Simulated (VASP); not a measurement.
# MoS2 (R3m) in VASP: single point with LDA

Aim: the single point of MoS2 with LDA.

All numbers are computed with VASP 6.6.1; they aren't measurements. Logs are shortened: lines on timing, memory, paths and dates and some standing lists are left out, and cuts for length are marked.

### Step 1. The cell of the first run

The structure is trigonal, space group R3m (No. 160). Conventional cell: a = 3.160 Å, b = 3.160 Å, c = 18.450 Å, α = 90.00°, β = 90.00°, γ = 120.00°. Mo (site symmetry 3m) has 6 S at 2.39 Å and 6 Mo at 3.16 Å within 3.2 Å. S (site symmetry 3m) has 3 Mo at 2.39 Å and 7 S at 3.08 to 3.16 Å within 3.2 Å. Within 3.2 Å of S (site symmetry 3m) lie 3 Mo at 2.39 Å and 7 S at 3.08 to 3.16 Å.

### Step 2. Single point, LDA

INCAR

```
SYSTEM = MoS2
PREC     = Accurate       ! precision mode
ENCUT    = 500            ! plane-wave cutoff, eV
EDIFF    = 1E-6           ! SCF threshold, eV
ISMEAR   = 1              ! smearing method
SIGMA    = 0.1            ! smearing width, eV
LREAL    = .FALSE.        ! projectors in reciprocal space
LASPH    = .TRUE.         ! aspherical terms in the spheres
NELM     = 120            ! most SCF steps
ALGO     = Normal         ! electronic algorithm
ISIF     = 2              ! what is computed and relaxed
LWAVE    = .FALSE.        ! write WAVECAR
LCHARG   = .FALSE.        ! write CHGCAR
NBANDS   = 20             ! bands
GGA_COMPAT= .FALSE.
```

KPOINTS

```
Automatic mesh
0
Gamma
  11 11 11
  0.5 0.5 0.5
```

POSCAR

```
MoS2
1.0
    1.5800000000      0.9122134300      6.1500000000
   -1.5800000000      0.9122134300      6.1500000000
    0.0000000000     -1.8244268500      6.1500000000
Mo S
1 2
Direct
    0.0000000000      0.0000000000      0.0000000000
    0.2500000000      0.2500000000      0.2500000000
    0.4170000000      0.4170000000      0.4170000000
```

Potentials or basis: VASP PAW LDA potentials, release 64 (Mo_sv, S).

Started as:

```sh
> cat potpaw_LDA.64/Mo_sv/POTCAR potpaw_LDA.64/S/POTCAR > POTCAR
> mpirun -np 1 vasp_std > vasp.out
```

OUTCAR:

```text
SYSTEM = MoS2
   PREC = Accurate
   ENCUT = 500
   EDIFF = 1E-6
   ISMEAR = 1
   LREAL = .FALSE.
   LASPH = .TRUE.
   NELM = 120
   ISIF = 2

 ion  position               nearest neighbor table
   1  0.000  0.000  0.000-   2 2.39   2 2.39   2 2.39   3 2.39   3 2.39   3 2.39
   2  0.250  0.250  0.250-   1 2.39   1 2.39   1 2.39
   3  0.417  0.417  0.417-   1 2.39   1 2.39   1 2.39

  LATTYP: Found a trigonal (rhomboedric) cell.
 ALAT       =     6.4149071187
 COS(alpha) =     0.8786713332

  Lattice vectors:

 A1 = (   1.5800000000,   0.9122134300,   6.1500000000)
 A2 = (  -1.5800000000,   0.9122134300,   6.1500000000)
 A3 = (   0.0000000000,  -1.8244268500,   6.1500000000)

Analysis of symmetry for initial positions (statically):
=====================================================================
 Subroutine PRICEL returns:
 Original cell was already a primitive cell.

 Routine SETGRP: Setting up the symmetry group for a
 trigonal (rhombohedral) supercell.

 Subroutine GETGRP returns: Found  6 space group operations
 (whereof  6 operations were pure point group operations)
 out of a pool of 12 trial point group operations.

The static configuration has the point symmetry C_3v.

Analysis of symmetry for dynamics (positions and initial velocities):
=====================================================================
 Subroutine PRICEL returns:
 Original cell was already a primitive cell.

 Routine SETGRP: Setting up the symmetry group for a
 trigonal (rhombohedral) supercell.

 Subroutine GETGRP returns: Found  6 space group operations
 (whereof  6 operations were pure point group operations)
 out of a pool of 12 trial point group operations.

The dynamic configuration has the point symmetry C_3v.

 Subroutine INISYM returns: Found  6 space group operations
 (whereof  6 operations are pure point group operations),
 and found     1 'primitive' translations

----------------------------------------------------------------------------------------

                                     Primitive cell

  volume of cell :      53.1839

  direct lattice vectors                    reciprocal lattice vectors
     1.580000000  0.912213430  6.150000000     0.316455696  0.182705781  0.054200542
    -1.580000000  0.912213430  6.150000000    -0.316455696  0.182705781  0.054200542
     0.000000000 -1.824426850  6.150000000     0.000000000 -0.365411562  0.054200542

  length of vectors
     6.414907119  6.414907119  6.414907118     0.369409405  0.369409405  0.369409405

  position of ions in fractional coordinates (direct lattice)
     0.000000000  0.000000000  0.000000000
     0.250000000  0.250000000  0.250000000
     0.417000000  0.417000000  0.417000000

  ion indices of the primitive-cell ions
   primitive index   ion index
                 1           1
                 2           2
                 3           3

----------------------------------------------------------------------------------------

 KPOINTS: Automatic mesh

Automatic generation of k-mesh.
 Grid dimensions read from file:
 generate k-points for:   11   11   11

 Generating k-lattice:

  Cartesian coordinates                     Fractional coordinates (reciprocal lattice)
     0.028768700  0.016609616  0.004927322     0.090909091 -0.000000000  0.000000000
    -0.028768700  0.016609616  0.004927322    -0.000000000  0.090909091  0.000000000
     0.000000000 -0.033219233  0.004927322     0.000000000  0.000000000  0.090909091

  Length of vectors
     0.033582673  0.033582673  0.033582673

  Shift w.r.t. Gamma in fractional coordinates (k-lattice)
     0.500000000  0.500000000  0.500000000

 Subroutine IBZKPT returns following result:
 ===========================================

 Found    146 irreducible k-points:

 Following reciprocal coordinates:
            Coordinates               Weight
  0.045455  0.045455  0.045455      2.000000
  0.136364  0.045455  0.045455      6.000000
  0.227273  0.045455  0.045455      6.000000
  0.318182  0.045455  0.045455      6.000000
  0.409091  0.045455  0.045455      6.000000
  0.500000  0.045455  0.045455      6.000000
[... 16 lines left out ...]
  0.318182  0.227273  0.045455     12.000000
  0.409091  0.227273  0.045455     12.000000
 [... further k-points ...]
   k-points           NKPTS =    146   k-points in BZ     NKDIM =    146   number of bands    NBANDS=     20
   number of dos      NEDOS =    301   number of ions     NIONS =      3
   total plane-waves  NPLWV = 110592
   dimension x,y,z NGX =    48 NGY =   48 NGZ =   48
   dimension x,y,z NGXF=    96 NGYF=   96 NGZF=   96
   ions per type =               1   2
   NGX,Y,Z   is equivalent  to a cutoff of  12.44, 12.44, 12.44 a.u.
   NGXF,Y,Z  is equivalent  to a cutoff of  24.88, 24.88, 24.88 a.u.
 SYSTEM =  MoS2
   PREC   = accura    normal or accurate (medium, high low for compatibility)
   ISTART =      0    job   : 0-new  1-cont  2-samecut
   ICHARG =      2    charge: 1-file 2-atom 10-const
   ISPIN  =      1    spin polarized calculation?
   LNONCOLLINEAR =      F non collinear calculations
   LSORBIT =      F    spin-orbit coupling
   LASPH  =      T    aspherical Exc in radial PAW
   ENCUT  =  500.0 eV  36.75 Ry    6.06 a.u.  11.70 11.70 11.70*2*pi/ulx,y,z
   NELM   =    120;   NELMIN=  2; NELMDL= -5     # of ELM steps
   EDIFF  = 0.1E-05   stopping-criterion for ELM
   LREAL  =      F    real-space projection
   EDIFFG = 0.1E-04   stopping-criterion for IOM
   NSW    =      0    number of steps for IOM
   IBRION =     -1    ionic relax: 0-MD 1-quasi-New 2-CG
   NFREE  =      0    steps in history (QN), initial steepest desc. (CG)
   ISIF   =      2    stress and relaxation
   ISYM   =      2    0-nonsym 1-usesym 2-fastsym
   POTIM  = 0.5000    time-step for ionic-motion
   TEBEG  =    0.0;   TEEND  =   0.0 temperature during run
   PSTRESS=    0.0 pullay stress
   NELECT =      26.0000    total number of electrons
   NUPDOWN=      -1.0000    fix difference up-down
   EMIN   =  10.00;   EMAX   =-10.00  energy-range for DOS
   EFERMI =   0.00;   METHOD = LEGACY
   ISMEAR =     1;   SIGMA  =   0.10  broadening in eV -4-tet -1-fermi 0-gaus
   EFERMI_NEDOS =   21; number of points for ismear=-14 and -15
   IALGO  =     38    algorithm
   IMIX   =      4    mixing-type and parameters
     AMIX     =   0.40;   BMIX     =  1.00
     AMIX_MAG =   1.60;   BMIX_MAG =  1.00
  volume/ion in A,a.u.               =      17.73       119.63
  Fermi-wavevector in a.u.,A,eV,Ry     =   1.289652  2.437089 22.629252  1.663203
  Thomas-Fermi vector in A             =   2.421532
   LORBIT       =      0    0 simple, 1 ext, 2 COOP (PROOUT), +10 PAW based schemes
   GGA     = CA    functional components
   LHFCALC =     F    Hartree Fock is set to
   AEXX    =    0.0000 exact exchange contribution
   IVDW    =     0    specifies the selected vdW correction
   LEPSILON=     F    determine dielectric tensor
   LRPA    =     F    only Hartree local field effects (RPA)
 non-spin polarized calculation
 Methfessel and Paxton  Order N= 1 SIGMA  =   0.10
  energy-cutoff  :      500.00
  volume of cell :       53.18
 maximum number of plane-waves:      1366
   NGX = 23   NGY = 23   NGZ = 23

 number of electron      25.9999998 magnetization

 Free energy of the ion-electron system (eV)
  ---------------------------------------------------
  ext. energy  EPLUGINS =         0.00000000
  ---------------------------------------------------
  free energy    TOTEN  =       -24.46111096 eV

  energy without entropy =      -24.46112801  energy(sigma->0) =      -24.46111664

 E-fermi :   7.5912     XC(G=0): -11.1294

 val. band max:        7.5271741384   @ k =   0.5000   0.5000   0.5000
 cond. band min:       8.3960949738   @ k =  -0.1364   0.2273   0.0455
 fundamental gap:      0.8689208354
 Fermi energy:         7.5912131624

 k-point     1 :       0.0455    0.0455    0.0455
  band No.  band energies     occupation
      1     -53.7031      2.00000
      2     -28.0718      2.00000
      3     -27.8275      2.00000
      4     -27.8275      2.00000
      5      -7.5388      2.00000
      6      -5.8009      2.00000
[... 12 lines left out ...]
     19      15.5512      0.00000
     20      15.8479      0.00000

 k-point     2 :       0.1364    0.0455    0.0455
  band No.  band energies     occupation
      1     -53.6997      2.00000
      2     -28.0652      2.00000
      3     -27.8614      2.00000
      4     -27.8351      2.00000
      5      -7.4033      2.00000
      6      -5.7720      2.00000
[... 12 lines left out ...]
     19      15.9251      0.00000
     20      16.1280      0.00000

 k-point     3 :       0.2273    0.0455    0.0455
  band No.  band energies     occupation
      1     -53.6906      2.00000
      2     -28.0472      2.00000
      3     -27.9514      2.00000
      4     -27.8556      2.00000
      5      -7.0310      2.00000
      6      -5.6688      2.00000
[... 12 lines left out ...]
     19      16.0748      0.00000
     20      16.5898      0.00000

 k-point     4 :       0.3182    0.0455    0.0455
  band No.  band energies     occupation
      1     -53.6786      2.00000
      2     -28.0675      2.00000
      3     -28.0237      2.00000
      4     -27.8823      2.00000
      5      -6.4953      2.00000
      6      -5.5121      2.00000
[... 12 lines left out ...]
     19      15.5627      0.00000
     20      15.8995      0.00000

 k-point     5 :       0.4091    0.0455    0.0455
  band No.  band energies     occupation
      1     -53.6675      2.00000
      2     -28.1724      2.00000
      3     -28.0019      2.00000
      4     -27.9067      2.00000
      5      -5.9304      2.00000
      6      -5.3462      2.00000
[... 12 lines left out ...]
     19      14.5729      0.00000
     20      15.1235      0.00000
[... 353 lines left out ...]
      6      -5.6788      2.00000
[... 12 lines left out ...]
     19      16.0107      0.00000
     20      16.6421      0.00000

 k-point    22 :       0.2273    0.2273    0.0455
  band No.  band energies     occupation
      1     -53.6906      2.00000
      2     -28.0473      2.00000
      3     -27.9514      2.00000
      4     -27.8556      2.00000
      5      -7.0016      2.00000
      6      -5.7183      2.00000
[... 12 lines left out ...]
     19      16.1180      0.00000
     20      16.3831      0.00000

 k-point    23 :       0.3182    0.2273    0.0455
  band No.  band energies     occupation
      1     -53.6829      2.00000
      2     -28.0321      2.00000
      3     -28.0192      2.00000
      4     -27.8800      2.00000
      5      -6.6571      2.00000
      6      -5.6282      2.00000
[... 12 lines left out ...]
     19      16.0013      0.00000
     20      16.3460      0.00000

 k-point    24 :       0.4091    0.2273    0.0455
  band No.  band energies     occupation
      1     -53.6727      2.00000
      2     -28.0963      2.00000
      3     -28.0123      2.00000
      4     -27.9227      2.00000
      5      -6.1730      2.00000
      6      -5.4760      2.00000
[... 12 lines left out ...]
     19      15.6492      0.00000
     20      16.4163      0.00000

 [... further k-points ...]
[... 5 lines left out ...]
  --------------------------------------------------------------------------------------
  -------------------------------------------------------------------------------------
  Total       -1.0402885     -1.0402885     -0.2256905      0.0000000     -0.0000000      0.0000000
  in kB      -31.3389517    -31.3389518     -6.7989832      0.0000000     -0.0000000      0.0000000
  external PRESSURE =     -23.1589623 kB  Pullay stress =       0.0000000 kB

 VOLUME and BASIS-vectors are now :
 -----------------------------------------------------------------------------
  energy-cutoff  :      500.00
  volume of cell :       53.18
      direct lattice vectors                 reciprocal lattice vectors
     1.580000000  0.912213430  6.150000000     0.316455696  0.182705781  0.054200542
    -1.580000000  0.912213430  6.150000000    -0.316455696  0.182705781  0.054200542
     0.000000000 -1.824426850  6.150000000     0.000000000 -0.365411562  0.054200542

 POSITION                                       TOTAL-FORCE (eV/Angst)
 -----------------------------------------------------------------------------------
      0.00000      0.00000      0.00000         0.000000      0.000000      0.083431
      0.00000      0.00000      4.61250         0.000000     -0.000000     -0.097441
      0.00000      0.00000      7.69365         0.000000      0.000000      0.014010
 -----------------------------------------------------------------------------------
    total drift:                                0.000000      0.000000      0.000066

  FREE ENERGIE OF THE ION-ELECTRON SYSTEM (eV)
  ---------------------------------------------------
  free  energy   TOTEN  =       -24.4611109636 eV

  energy  without entropy=      -24.4611280074  energy(sigma->0) =      -24.46111664
```

Wall time 12 min (1 thread of AMD EPYC 7R43 (Zen 3), shared host); peak memory 0.31 GiB.

What came out:

| Item | Value |
| --- | --- |
| Free energy | -24.4611 eV |
| Pressure | -2.3 GPa |
| Largest force | 0.097 eV/Å |
| Band gap on the k mesh | 0.87 eV, indirect (least direct gap 1.90 eV) |

Forces on the atoms (eV/Å):
```
Mo   0.000  0.000  0.083
S    0.000  0.000 -0.097
S    0.000  0.000  0.014
```

Stress tensor (GPa, compression positive):
```
-3.13  0.00  0.00
 0.00 -3.13  0.00
 0.00  0.00 -0.68
```

A k mesh can miss the band edges.
